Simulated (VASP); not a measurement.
# TiC (Fm-3m) in VASP: a series of runs

TiC is run at these levels: PBEsol; tasks: single point, relaxation of cell and atoms.

Program: VASP 6.6.1. These are calculated values, not measurements. Logs are shortened: lines on timing, memory, paths and dates and some standing lists are left out, and cuts for length are marked.

## 1. The cell of the first run

Symmetry: Fm-3m, No. 225, cubic system. Conventional cell: a = 4.293 Å, b = 4.293 Å, c = 4.293 Å, α = 90.00°, β = 90.00°, γ = 90.00°. Ti (site symmetry m-3m) has 6 C at 2.15 Å within 2.8 Å. Within 2.8 Å of C (site symmetry m-3m) lie 6 Ti at 2.15 Å.

## 2. Single point, PBEsol

The input, INCAR:

```
PREC = Accurate ; ENCUT = 520
EDIFF = 1E-6 ; ISMEAR = 0
SIGMA = 0.1 ; LREAL = False
LASPH = True ; NELM = 100
ALGO = Normal ; ISIF = 2
LWAVE = False ; LCHARG = False
GGA = PS ; NBANDS = 15
```

The input, KPOINTS:

```
regular mesh
0
Gamma
  14 14 14
```

The input, POSCAR:

```
TiC
1.0
    0.0000000000      2.1464297714      2.1464297714
    2.1464297714      0.0000000000      2.1464297714
    2.1464297714      2.1464297714      0.0000000000
Ti C
1 1
Direct
    0.0000000000      0.0000000000      0.0000000000
    0.5000000000      0.5000000000      0.5000000000
```

Potentials or basis: VASP PAW PBE potentials, release 64 (Ti_sv, C).

Command:

```console
> cat potpaw_PBE.64/Ti_sv/POTCAR potpaw_PBE.64/C/POTCAR > POTCAR
> mpirun -np 1 vasp_std > vasp.out
```

OUTCAR:

```text
PREC = Accurate
   ENCUT = 520
   EDIFF = 1E-6
   ISMEAR = 0
   LREAL = False
   LASPH = True
   NELM = 100
   ISIF = 2
   GGA = PS

 ion  position               nearest neighbor table
   1  0.000  0.000  0.000-   2 2.15   2 2.15   2 2.15   2 2.15   2 2.15   2 2.15
   2  0.500  0.500  0.500-   1 2.15   1 2.15   1 2.15   1 2.15   1 2.15   1 2.15

  LATTYP: Found a face centered cubic cell.
 ALAT       =     4.2928595428

  Lattice vectors:

 A1 = (   0.0000000000,   2.1464297714,   2.1464297714)
 A2 = (   2.1464297714,   0.0000000000,   2.1464297714)
 A3 = (   2.1464297714,   2.1464297714,   0.0000000000)

Analysis of symmetry for initial positions (statically):
=====================================================================
 Subroutine PRICEL returns:
 Original cell was already a primitive cell.

 Routine SETGRP: Setting up the symmetry group for a
 face centered cubic supercell.

 Subroutine GETGRP returns: Found 48 space group operations
 (whereof 48 operations were pure point group operations)
 out of a pool of 48 trial point group operations.

The static configuration has the point symmetry O_h .

Analysis of symmetry for dynamics (positions and initial velocities):
=====================================================================
 Subroutine PRICEL returns:
 Original cell was already a primitive cell.

 Routine SETGRP: Setting up the symmetry group for a
 face centered cubic supercell.

 Subroutine GETGRP returns: Found 48 space group operations
 (whereof 48 operations were pure point group operations)
 out of a pool of 48 trial point group operations.

The dynamic configuration has the point symmetry O_h .

 Subroutine INISYM returns: Found 48 space group operations
 (whereof 48 operations are pure point group operations),
 and found     1 'primitive' translations

----------------------------------------------------------------------------------------

                                     Primitive cell

  volume of cell :      19.7779

  direct lattice vectors                    reciprocal lattice vectors
     0.000000000  2.146429771  2.146429771    -0.232944961  0.232944961  0.232944961
     2.146429771  0.000000000  2.146429771     0.232944961 -0.232944961  0.232944961
     2.146429771  2.146429771  0.000000000     0.232944961  0.232944961 -0.232944961

  length of vectors
     3.035510093  3.035510093  3.035510093     0.403472508  0.403472508  0.403472508

  position of ions in fractional coordinates (direct lattice)
     0.000000000  0.000000000  0.000000000
     0.500000000  0.500000000  0.500000000

  ion indices of the primitive-cell ions
   primitive index   ion index
                 1           1
                 2           2

----------------------------------------------------------------------------------------

 KPOINTS: regular mesh

Automatic generation of k-mesh.
 Grid dimensions read from file:
 generate k-points for:   14   14   14

 Generating k-lattice:

  Cartesian coordinates                     Fractional coordinates (reciprocal lattice)
    -0.016638926  0.016638926  0.016638926     0.071428571  0.000000000  0.000000000
     0.016638926 -0.016638926  0.016638926     0.000000000  0.071428571  0.000000000
     0.016638926  0.016638926 -0.016638926     0.000000000  0.000000000  0.071428571

  Length of vectors
     0.028819465  0.028819465  0.028819465

  Shift w.r.t. Gamma in fractional coordinates (k-lattice)
     0.000000000  0.000000000  0.000000000

 Subroutine IBZKPT returns following result:
 ===========================================

 Found    104 irreducible k-points:

 Following reciprocal coordinates:
            Coordinates               Weight
  0.000000  0.000000  0.000000      1.000000
  0.071429  0.000000  0.000000      8.000000
  0.142857  0.000000  0.000000      8.000000
  0.214286  0.000000  0.000000      8.000000
  0.285714  0.000000  0.000000      8.000000
  0.357143  0.000000  0.000000      8.000000
[... 16 lines left out ...]
  0.214286  0.142857  0.000000     24.000000
  0.285714  0.142857  0.000000     24.000000
 [... further k-points ...]
   k-points           NKPTS =    104   k-points in BZ     NKDIM =    104   number of bands    NBANDS=     15
   number of dos      NEDOS =    301   number of ions     NIONS =      2
   total plane-waves  NPLWV =  13824
   dimension x,y,z NGX =    24 NGY =   24 NGZ =   24
   dimension x,y,z NGXF=    48 NGYF=   48 NGZF=   48
   ions per type =               1   1
   NGX,Y,Z   is equivalent  to a cutoff of  13.14, 13.14, 13.14 a.u.
   NGXF,Y,Z  is equivalent  to a cutoff of  26.29, 26.29, 26.29 a.u.
 SYSTEM =  unknown system
   PREC   = accura    normal or accurate (medium, high low for compatibility)
   ISTART =      0    job   : 0-new  1-cont  2-samecut
   ICHARG =      2    charge: 1-file 2-atom 10-const
   ISPIN  =      1    spin polarized calculation?
   LNONCOLLINEAR =      F non collinear calculations
   LSORBIT =      F    spin-orbit coupling
   LASPH  =      T    aspherical Exc in radial PAW
   ENCUT  =  520.0 eV  38.22 Ry    6.18 a.u.   5.64  5.64  5.64*2*pi/ulx,y,z
   NELM   =    100;   NELMIN=  2; NELMDL= -5     # of ELM steps
   EDIFF  = 0.1E-05   stopping-criterion for ELM
   LREAL  =      F    real-space projection
   EDIFFG = 0.1E-04   stopping-criterion for IOM
   NSW    =      0    number of steps for IOM
   IBRION =     -1    ionic relax: 0-MD 1-quasi-New 2-CG
   NFREE  =      0    steps in history (QN), initial steepest desc. (CG)
   ISIF   =      2    stress and relaxation
   ISYM   =      2    0-nonsym 1-usesym 2-fastsym
   POTIM  = 0.5000    time-step for ionic-motion
   TEBEG  =    0.0;   TEEND  =   0.0 temperature during run
   PSTRESS=    0.0 pullay stress
   NELECT =      16.0000    total number of electrons
   NUPDOWN=      -1.0000    fix difference up-down
   EMIN   =  10.00;   EMAX   =-10.00  energy-range for DOS
   EFERMI =   0.00;   METHOD = LEGACY
   ISMEAR =     0;   SIGMA  =   0.10  broadening in eV -4-tet -1-fermi 0-gaus
   EFERMI_NEDOS =   21; number of points for ismear=-14 and -15
   IALGO  =     38    algorithm
   IMIX   =      4    mixing-type and parameters
     AMIX     =   0.40;   BMIX     =  1.00
     AMIX_MAG =   1.60;   BMIX_MAG =  1.00
  volume/ion in A,a.u.               =       9.89        66.73
  Fermi-wavevector in a.u.,A,eV,Ry     =   1.525415  2.882617 31.659292  2.326892
  Thomas-Fermi vector in A             =   2.633589
   LORBIT       =      0    0 simple, 1 ext, 2 COOP (PROOUT), +10 PAW based schemes
   GGA     = PS    functional components
   LHFCALC =     F    Hartree Fock is set to
   AEXX    =    0.0000 exact exchange contribution
   IVDW    =     0    specifies the selected vdW correction
   LEPSILON=     F    determine dielectric tensor
   LRPA    =     F    only Hartree local field effects (RPA)
 non-spin polarized calculation
 Gauss-broadening in eV      SIGMA  =   0.10
  energy-cutoff  :      520.00
  volume of cell :       19.78
 maximum number of plane-waves:       544
   NGX = 11   NGY = 11   NGZ = 11

 number of electron      16.0000003 magnetization

 Free energy of the ion-electron system (eV)
  ---------------------------------------------------
  ext. energy  EPLUGINS =         0.00000000
  ---------------------------------------------------
  free energy    TOTEN  =       -19.80258938 eV

  energy without entropy =      -19.80101673  energy(sigma->0) =      -19.80180306

 E-fermi :   9.6130     XC(G=0): -12.9997

 val. band max:        9.6116510800   @ k =   0.3571   0.2857   0.0000
 cond. band min:       9.6200139708   @ k =   0.5000   0.5000   0.0000
 fundamental gap:      0.0083628908
 Fermi energy:         9.6129711617

 k-point     1 :       0.0000    0.0000    0.0000
  band No.  band energies     occupation
      1     -46.6324      2.00000
      2     -22.7441      2.00000
      3     -22.7441      2.00000
      4     -22.7441      2.00000
      5      -2.8725      2.00000
      6      10.2921      0.00000
      7      10.2921      0.00000
      8      10.2921      0.00000
      9      11.3590      0.00000
     10      11.3590      0.00000
     11      11.3590      0.00000
     12      11.4030      0.00000
     13      11.4030      0.00000
     14      20.4959      0.00000
     15      23.6528      0.00000

 k-point     2 :       0.0714    0.0000    0.0000
  band No.  band energies     occupation
      1     -46.6282      2.00000
      2     -22.7730      2.00000
      3     -22.7468      2.00000
      4     -22.7468      2.00000
      5      -2.7522      2.00000
      6       9.7346      0.08539
      7      10.0079      0.00000
      8      10.0079      0.00000
      9      10.6464      0.00000
     10      10.6464      0.00000
     11      11.6503      0.00000
     12      12.5765      0.00000
     13      12.5765      0.00000
     14      20.6986      0.00000
     15      23.7228      0.00000

 k-point     3 :       0.1429    0.0000    0.0000
  band No.  band energies     occupation
      1     -46.6166      2.00000
      2     -22.8534      2.00000
      3     -22.7543      2.00000
      4     -22.7543      2.00000
      5      -2.4013      2.00000
      6       8.6672      2.00000
      7       9.0926      2.00000
      8       9.0926      2.00000
      9      10.8088      0.00000
     10      10.8088      0.00000
     11      12.0270      0.00000
     12      13.8384      0.00000
     13      13.8384      0.00000
     14      21.1422      0.00000
     15      23.7961      0.00000
[... 343 lines left out ...]
 k-point    23 :       0.2143    0.1429    0.0000
  band No.  band energies     occupation
      1     -46.5986      2.00000
      2     -22.9181      2.00000
      3     -22.7967      2.00000
      4     -22.7905      2.00000
      5      -1.8994      2.00000
      6       7.1347      2.00000
      7       8.7681      2.00000
      8       9.1108      2.00000
      9      10.0018      0.00000
     10      11.6798      0.00000
     11      12.9412      0.00000
     12      13.3676      0.00000
     13      15.3576      0.00000
     14      22.0585      0.00000
     15      24.0458      0.00000

 k-point    24 :       0.2857    0.1429    0.0000
  band No.  band energies     occupation
      1     -46.5822      2.00000
      2     -23.0204      2.00000
      3     -22.8120      2.00000
      4     -22.8026      2.00000
      5      -1.3651      2.00000
      6       6.3808      2.00000
      7       7.9134      2.00000
      8       8.4803      2.00000
      9      10.4360      0.00000
     10      11.9954      0.00000
     11      13.1487      0.00000
     12      14.3077      0.00000
     13      16.2472      0.00000
     14      22.0314      0.00000
     15      24.1342      0.00000

 [... further k-points ...]

------------------------ aborting loop because EDIFF is reached ----------------------------------------

  FORCE on cell =-STRESS in cart. coord.  units (eV):
  Direction    XX          YY          ZZ          XY          YZ          ZX
  --------------------------------------------------------------------------------------
  -------------------------------------------------------------------------------------
  Total        0.0422812      0.0422812      0.0422812      0.0000000      0.0000000     -0.0000000
  in kB        3.4251372      3.4251372      3.4251372      0.0000000      0.0000000     -0.0000000
  external PRESSURE =       3.4251372 kB  Pullay stress =       0.0000000 kB

 VOLUME and BASIS-vectors are now :
 -----------------------------------------------------------------------------
  energy-cutoff  :      520.00
  volume of cell :       19.78
      direct lattice vectors                 reciprocal lattice vectors
     0.000000000  2.146429771  2.146429771    -0.232944961  0.232944961  0.232944961
     2.146429771  0.000000000  2.146429771     0.232944961 -0.232944961  0.232944961
     2.146429771  2.146429771  0.000000000     0.232944961  0.232944961 -0.232944961

 POSITION                                       TOTAL-FORCE (eV/Angst)
 -----------------------------------------------------------------------------------
      0.00000      0.00000      0.00000         0.000000     -0.000000      0.000000
      2.14643      2.14643      2.14643         0.000000      0.000000      0.000000
 -----------------------------------------------------------------------------------
    total drift:                                0.000000     -0.000000     -0.000000

  FREE ENERGIE OF THE ION-ELECTRON SYSTEM (eV)
  ---------------------------------------------------
  free  energy   TOTEN  =       -19.8025893807 eV

  energy  without entropy=      -19.8010167304  energy(sigma->0) =      -19.80180306
```

Run time: 18 s. Hardware: 1 thread of Intel Xeon Platinum 8259CL at 2.50GHz (Skylake/Cascade Lake), shared host; peak memory 0.16 GiB.

Results:

| Quantity | Value |
| --- | --- |
| Free energy | -19.8026 eV |
| Pressure | 0.3 GPa |
| Band gap on the k mesh | zero (bands 8 and 9 overlap by 1.08 eV) |

Caveat: the PAW data sets were made with another functional, which shifts forces and pressure a little.

## 3. Relaxation of cell and atoms, PBEsol

The input, INCAR:

```
SYSTEM = TiC
  ALGO = Normal
  EDIFF = 1E-6
  EDIFFG = -0.001
  ENCUT = 600
  GGA = PS
  IBRION = 2
  ISIF = 3
  ISMEAR = -1
  LASPH = .True.
  LCHARG = .False.
  LREAL = .False.
  LWAVE = .False.
  NELM = 80
  NSW = 80
  PREC = Accurate
  SIGMA = 0.15
```

The input, KPOINTS:

```
k-points
0
Gamma
  16 16 16
  0 0 0
```

POSCAR is that of step 2.

Potentials or basis: VASP PAW PBE potentials, release 64 (Ti_sv, C).

Command:

```console
> cat potpaw_PBE.64/Ti_sv/POTCAR potpaw_PBE.64/C/POTCAR > POTCAR
> mpirun -np 1 vasp_std > vasp.out
```

It took 45 s on 1 thread of Intel Xeon Platinum 8259CL at 2.50GHz (Skylake/Cascade Lake), shared host; peak memory 0.18 GiB.

It converged, with:

- Free energy: -19.8140 eV
- Relaxed volume: 9.90 Å³/atom
- Relaxed cell: a = 3.037 Å, b = 3.037 Å, c = 3.037 Å, α = 60.00°, β = 60.00°, γ = 60.00°
- Space group after relaxing (to 0.1 Å): Fm-3m (No. 225)
- Energy gained by relaxing: 0.0 meV/atom
- Ionic steps: 3
- Pressure after relaxing: 0.0 GPa
- Band gap on the k mesh: zero (bands 8 and 9 overlap by 1.09 eV)

Final structure:
```
Ti C
1.0
     0.00000    2.14728    2.14728
     2.14728    0.00000    2.14728
     2.14728    2.14728    0.00000
Ti C
1 1
Direct
  0.00000 0.00000 0.00000
  0.50000 0.50000 0.50000
```

Levels at points of the mesh, in eV from the Fermi level:
```
           k point  band 6  band 7  band 8  band 9  band 10  band 11
(0.00, 0.00, 0.00)    0.68    0.68    0.68    1.75     1.75     1.75
(0.50, 0.00, 0.00)   -5.98   -2.97   -2.97    3.03     3.03     4.27
(0.50, 0.50, 0.00)   -3.45   -1.74    0.01    0.01     2.84     3.66
```

Caveat: the PAW data sets were made with another functional, which shifts forces and pressure a little.
